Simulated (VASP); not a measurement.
# HPbNO4 (P1) in VASP: notebook, part 2 of 2

VASP 6.6.1. The steps go on from the part before.

## 5. Single point, PBE+D4

This run uses another cell than the first one, of 12.79 Å³/atom.

Contents of INCAR:

```
SYSTEM = HPbNO4
ALGO = Normal
EDIFF = 1E-6
ENCUT = 1340
GGA = PE
GGA_COMPAT = .False.
ISIF = 2
ISMEAR = -1
IVDW = 13
LASPH = .True.
LCHARG = .False.
LREAL = .False.
LWAVE = .False.
NBANDS = 31
NELM = 120
PREC = Accurate
SIGMA = 0.05
```

Contents of KPOINTS:

```
k-points
0
Gamma
  5 5 4
  0 0 0
```

Contents of POSCAR:

```
HPbNO4
1.0
    3.7437816252      0.1587204236      0.0596112925
    0.3450098396      4.2079063834      0.0434415806
    0.9149856618      0.9186240858      5.7261787162
H Pb N O
1 1 1 4
Direct
    0.5728308969      0.8947316839      0.2154122945
    0.6386840588      0.4509539525      0.9181185537
    0.7578351501      0.2125648528      0.4961598624
    0.1714115395      0.5203730038      0.7616847973
    0.6331956306      0.9567113333      0.4988150757
    0.5093250064      0.9339745025      0.0550146401
    0.8357677178      0.3997406711      0.3047947763
```

Potentials or basis: VASP PAW PBE potentials, release 64 (H_h, Pb_d, N_h, O_h).

Run with:

```console
> cat potpaw_PBE.64/H_h/POTCAR potpaw_PBE.64/Pb_d/POTCAR potpaw_PBE.64/N_h/POTCAR potpaw_PBE.64/O_h/POTCAR > POTCAR
> mpirun -np 1 vasp_std > vasp.out
```

OUTCAR:

```text
SYSTEM = HPbNO4
   EDIFF = 1E-6
   ENCUT = 1340
   GGA = PE
   ISIF = 2
   ISMEAR = -1
   IVDW = 13
   LASPH = .True.
   LREAL = .False.
   NELM = 120
   PREC = Accurate

 ion  position               nearest neighbor table
   1  0.573  0.895  0.215-   6 0.99
   2  0.639  0.451  0.918-   4 2.08   4 2.08   6 2.27   6 2.29   7 2.48   3 2.78
   3  0.758  0.213  0.496-   5 1.23   7 1.26   2 2.78
   4  0.171  0.520  0.762-   2 2.08   2 2.08
   5  0.633  0.957  0.499-   3 1.23
   6  0.509  0.934  0.055-   1 0.99   2 2.27   2 2.29
   7  0.836  0.400  0.305-   3 1.26   2 2.48

  LATTYP: Found a triclinic cell.
 ALAT       =     5.2865695916
 B/A-ratio  =     0.7986748174
 C/A-ratio  =     1.6381412062
 COS(alpha) =     0.0138298818
 COS(beta)  =     0.5391218485
 COS(gamma) =     0.7107713819

  Lattice vectors:

 A1 = (   3.3987717856,  -4.0491859598,   0.0161697119)
 A2 = (  -0.3450098396,  -4.2079063834,  -0.0434415806)
 A3 = (   6.5725775886,  -0.6011832386,  -5.6069561312)

Analysis of symmetry for initial positions (statically):
=====================================================================
 Subroutine PRICEL returns:
 Original cell was already a primitive cell.

 Routine SETGRP: Setting up the symmetry group for a
 triclinic supercell.

 Subroutine GETGRP returns: Found  1 space group operations
 (whereof  1 operations were pure point group operations)
 out of a pool of  2 trial point group operations.

The static configuration has the point symmetry C_1 .

Analysis of symmetry for dynamics (positions and initial velocities):
=====================================================================
 Subroutine PRICEL returns:
 Original cell was already a primitive cell.

 Routine SETGRP: Setting up the symmetry group for a
 triclinic supercell.
[... 135 lines left out ...]
     AMIX_MAG =   1.60;   BMIX_MAG =  1.00
  volume/ion in A,a.u.               =      12.79        86.32
  Fermi-wavevector in a.u.,A,eV,Ry     =   1.291874  2.441287 22.707276  1.668938
  Thomas-Fermi vector in A             =   2.423617
   LORBIT       =      0    0 simple, 1 ext, 2 COOP (PROOUT), +10 PAW based schemes
   GGA     = PE    functional components
   LHFCALC =     F    Hartree Fock is set to
   AEXX    =    0.0000 exact exchange contribution
   IVDW    =    13    specifies the selected vdW correction
   LEPSILON=     F    determine dielectric tensor
   LRPA    =     F    only Hartree local field effects (RPA)
 non-spin polarized calculation
  energy-cutoff  :     1340.00
  volume of cell :       89.54
 maximum number of plane-waves:     10007
 NGX is ok and might be reduce to    48
   NGX = 23   NGY = 25   NGZ = 35

 number of electron      44.0000001 magnetization

 Free energy of the ion-electron system (eV)
  ---------------------------------------------------
  ext. energy  EPLUGINS =         0.00000000
  ---------------------------------------------------
  free energy    TOTEN  =       -38.84733236 eV

  energy without entropy =      -38.84661974  energy(sigma->0) =      -38.84697605

 E-fermi :   2.1790     XC(G=0):  -9.3327

 val. band max:        1.9776114966   @ k =   0.0000   0.0000   0.5000
 cond. band min:       2.3114764696   @ k =   0.0000   0.0000   0.5000
 fundamental gap:      0.3338649730
 Fermi energy:         2.1789968202

 k-point     1 :       0.0000    0.0000    0.0000
  band No.  band energies     occupation
      1     -22.7484      2.00000
      2     -18.3724      2.00000
      3     -16.6773      2.00000
      4     -16.1508      2.00000
      5     -13.9678      2.00000
      6     -13.8507      2.00000
[... 805 lines left out ...]
     30      13.2834      0.00000
     31      14.3348      0.00000

 [... further k-points ...]

------------------------ aborting loop because EDIFF is reached ----------------------------------------

  DFT-D4 for vdW energy calculation

  Edisp (eV):   -0.92942

  FORCE on cell =-STRESS in cart. coord.  units (eV):
  Direction    XX          YY          ZZ          XY          YZ          ZX
  --------------------------------------------------------------------------------------
  -------------------------------------------------------------------------------------
  Total      -0.05627    -0.05057    -0.10943     0.03965    -0.04154    -0.01206
  in kB      -1.00687    -0.90494    -1.95815     0.70939    -0.74327    -0.21572
  external pressure =       -1.29 kB  Pullay stress =        0.00 kB

 VOLUME and BASIS-vectors are now :
 -----------------------------------------------------------------------------
  energy-cutoff  :     1340.00
  volume of cell :       89.54
      direct lattice vectors                 reciprocal lattice vectors
     3.743781625  0.158720424  0.059611293     0.268654496 -0.021619835 -0.039459912
     0.345009840  4.207906383  0.043441581    -0.009538769  0.238809745 -0.036786932
     0.914985662  0.918624086  5.726178716    -0.002724411 -0.001586658  0.175326407

 POSITION                                       TOTAL-FORCE (eV/Angst)
 -----------------------------------------------------------------------------------
      2.65034      4.05375      1.30651        -0.001706     -0.000559      0.000544
      3.38674      2.84235      5.31497         0.002501     -0.004463     -0.000746
      3.36449      1.47052      2.89551        -0.008866     -0.010592     -0.021299
      1.51819      2.91659      4.39437         0.000468      0.004088     -0.018752
      3.15703      4.58448      2.93561        -0.006911     -0.021720      0.030350
      2.27937      4.06146      0.38596        -0.002456     -0.000221      0.012793
      3.54573      2.09472      1.81250         0.016971      0.033468     -0.002888
 -----------------------------------------------------------------------------------
    total drift:                                0.000431      0.000044      0.001282

  FREE ENERGIE OF THE ION-ELECTRON SYSTEM (eV)
  ---------------------------------------------------
  free  energy   TOTEN  =       -39.7767558622 eV

  energy  without entropy=      -39.7760432445  energy(sigma->0) =      -39.77639955
```

OSZICAR:

```text
N       E                     dE             d eps       ncg     rms          rms(c)
DAV:   1     0.767563879364E+03    0.76756E+03   -0.36764E+04  3162   0.305E+03
DAV:   2     0.114114415084E+03   -0.65345E+03   -0.61424E+03  3433   0.686E+02
DAV:   3    -0.318851066205E+02   -0.14600E+03   -0.14029E+03  4163   0.251E+02
DAV:   4    -0.427961701532E+02   -0.10911E+02   -0.10741E+02  4204   0.702E+01
DAV:   5    -0.431684942137E+02   -0.37232E+00   -0.37165E+00  4381   0.128E+01    0.135E+01
DAV:   6    -0.390926408032E+02    0.40759E+01   -0.14822E+01  5104   0.384E+01    0.634E+00
DAV:   7    -0.389268428678E+02    0.16580E+00   -0.31977E+00  4100   0.116E+01    0.338E+00
DAV:   8    -0.388646081823E+02    0.62235E-01   -0.66053E-01  4646   0.533E+00    0.205E+00
DAV:   9    -0.388444667837E+02    0.20141E-01   -0.11912E-01  4365   0.274E+00    0.443E-01
DAV:  10    -0.388466827692E+02   -0.22160E-02   -0.15177E-02  4589   0.889E-01    0.165E-01
DAV:  11    -0.388470166584E+02   -0.33389E-03   -0.16156E-03  4100   0.273E-01    0.891E-02
DAV:  12    -0.388472948802E+02   -0.27822E-03   -0.48814E-04  3821   0.162E-01    0.261E-02
DAV:  13    -0.388473247353E+02   -0.29855E-04   -0.83328E-05  4207   0.637E-02    0.129E-02
DAV:  14    -0.388473309345E+02   -0.61992E-05   -0.14646E-05  3905   0.289E-02    0.515E-03
DAV:  15    -0.388473322674E+02   -0.13329E-05   -0.34179E-06  3640   0.129E-02    0.172E-03
DAV:  16    -0.388473323561E+02   -0.88644E-07   -0.33703E-07  2603   0.487E-03
   1 F= -.39776756E+02 E0= -.39776400E+02  d E =-.712618E-03
```

Run time: 11 min. Hardware: 1 thread of Intel Xeon Platinum 8259CL at 2.50GHz (Skylake/Cascade Lake), shared host; peak memory 0.79 GiB.

What came out:

| Quantity | Value |
| --- | --- |
| Free energy | -39.7768 eV |
| Pressure | -0.1 GPa |
| Largest force | 0.038 eV/Å |
| Band gap on the k mesh | 0.33 eV |
| Dispersion energy per atom | -0.133 eV |

Forces on the atoms (eV/Å):
```
H   -0.002 -0.001  0.001
Pb   0.003 -0.004 -0.001
N   -0.009 -0.011 -0.021
O    0.000  0.004 -0.019
O   -0.007 -0.022  0.030
O   -0.002  0.000  0.013
O    0.017  0.033 -0.003
```

Stress tensor (GPa, compression positive):
```
-0.10  0.07 -0.02
 0.07 -0.09 -0.07
-0.02 -0.07 -0.20
```

Caveat: spin-orbit coupling is left out, which moves the levels of the heavy elements. A k mesh can miss the band edges.

## 6. Single point, PBE

Contents of INCAR:

```
SYSTEM = HPbNO4
PREC = Accurate
ENCUT = 1000
EDIFF = 1E-6
ISMEAR = -1
SIGMA = 0.05
LREAL = .FALSE.
LASPH = .TRUE.
NELM = 120
ALGO = Normal
ISIF = 2
LWAVE = .FALSE.
LCHARG = .TRUE.
GGA = PE
LELF = .TRUE.
LVHAR = .TRUE.
NBANDS = 31
GGA_COMPAT = .FALSE.
```

Contents of KPOINTS:

```
regular mesh
0
G
  3 3 2
  0 0 0
```

Contents of POSCAR:

```
HPbNO4
1.0
    3.8570700000      0.0017800000     -0.0365800000
    0.1735300000      4.3343600000     -0.0164700000
    0.7580300000      0.8387300000      5.8766200000
H Pb N O
1 1 1 4
Direct
    0.5755872135      0.8774563955      0.1997860483
    0.6487061227      0.4449828687      0.9161605715
    0.7093025752      0.2407411737      0.5010164508
    0.1616394305      0.4883788329      0.7782475930
    0.6206807416      0.9743673064      0.5055828573
    0.5626193152      0.9236901378      0.0343244571
    0.7701057447      0.4210210125      0.3244376332
```

Potentials or basis: VASP PAW PBE potentials, release 64 (H_h, Pb_d, N_h, O_h).

Run with:

```console
> cat potpaw_PBE.64/H_h/POTCAR potpaw_PBE.64/Pb_d/POTCAR potpaw_PBE.64/N_h/POTCAR potpaw_PBE.64/O_h/POTCAR > POTCAR
> mpirun -np 1 vasp_std > vasp.out
```

Wall time 1.9 min (1 thread of Intel Xeon Platinum 8259CL at 2.50GHz (Skylake/Cascade Lake), shared host); peak memory 0.4 GiB.

It converged, with:

| Property | Result |
| --- | --- |
| Free energy | -38.8494 eV |
| Pressure | 2.0 GPa |
| Largest force | 1.486 eV/Å |
| Band gap on the k mesh | 0.24 eV (least direct gap 0.46 eV) |

Forces in eV/Å, atoms in the order of the input:
```
H    0.105  0.303 -0.114
Pb  -0.566 -0.054 -0.138
N   -0.026 -0.163  1.338
O    0.582 -0.135 -0.006
O   -0.218 -0.624 -0.084
O   -0.070 -0.102  0.258
O    0.193  0.775 -1.253
```

Stress tensor (GPa, compression positive):
```
 1.20  0.79 -0.97
 0.79  2.37 -0.68
-0.97 -0.68  2.48
```

Levels at points of the mesh, in eV from the valence-band top:
```
           k point  band 19  band 20  band 21  band 22  band 23  band 24  band 25  band 26
(0.00, 0.00, 0.00)    -1.75    -1.14    -0.96    -0.58     1.20     2.98     5.19     6.91
(0.00, 0.00, 0.50)    -1.97    -1.14    -1.04    -0.21     0.25     3.06     5.68     7.74
```

Caveat: the k points lie up to 0.55 Å⁻¹ apart; spin-orbit coupling is left out, which moves the levels of the heavy elements; forces of over 1 eV/Å act on the atoms, so gaps and moduli don't describe the material at rest. A k mesh can miss the band edges.

## 7. The runs side by side

| level | potentials or basis | cell | k mesh | cutoff (eV) | grid for exact exchange (PRECFOCK) | share of exact exchange | screening parameter | gap on the mesh (eV) | pressure (GPa) | largest force (eV/Å) |
| --- | --- | --- | --- | --- | --- | --- | --- | --- | --- | --- |
| PBE | VASP PAW PBE potentials, release 64 (H_h, Pb_d, N_h, O_h) | a = 3.857, b = 4.338, c = 5.984 Å, angles 81.9, 83.3, 87.7°, 7 atoms, atomic positions A | 3 × 3 × 2 | 1000 | - | - | - | 0.24 | 3.3 | 2.34 |
| PBE-based screened hybrid with 25 % exact exchange | VASP PAW PBE potentials, release 64 (H, Pb_d, N, O) | a = 3.857, b = 4.338, c = 5.984 Å, angles 81.9, 83.3, 87.7°, 7 atoms, atomic positions B | 3 × 3 × 2 | 520 | Fast | 0.25 | 0.3 1/Å | 0.59 | -5.1 | 0.66 |
| PBE | VASP PAW PBE potentials, release 64 (H_h, Pb_d, N_h, O_h) | a = 3.857, b = 4.338, c = 5.984 Å, angles 81.9, 83.3, 87.7°, 7 atoms, atomic positions C | 3 × 3 × 2 | 1000 | - | - | - | 0.28 | 1.3 | 1.60 |
| PBE+D4 | VASP PAW PBE potentials, release 64 (H_h, Pb_d, N_h, O_h) | a = 3.748, b = 4.222, c = 5.871 Å, angles 79.7, 79.8, 82.9°, 7 atoms, atomic positions D | 5 × 5 × 4 | 1340 | - | - | - | 0.33 | -0.1 | 0.04 |
| PBE | VASP PAW PBE potentials, release 64 (H_h, Pb_d, N_h, O_h) | a = 3.857, b = 4.338, c = 5.984 Å, angles 81.9, 83.3, 87.7°, 7 atoms, atomic positions E | 3 × 3 × 2 | 1000 | - | - | - | 0.24 | 2.0 | 1.49 |

Alike in all rows: task single point; no spin polarisation; smearing fermi-dirac 0.05 eV.

Caveats: some runs use coarse meshes; spin-orbit coupling is left out, which moves the levels of the heavy elements; forces of over 1 eV/Å act on the atoms, so gaps and moduli don't describe the material at rest (at least some runs); the standard files for N, O and F lose accuracy on very short bonds (at least some runs); the PAW data sets were made with another functional, which shifts forces and pressure a little (at least some runs).

Absolute energies hang on the potentials; compare differences alone.
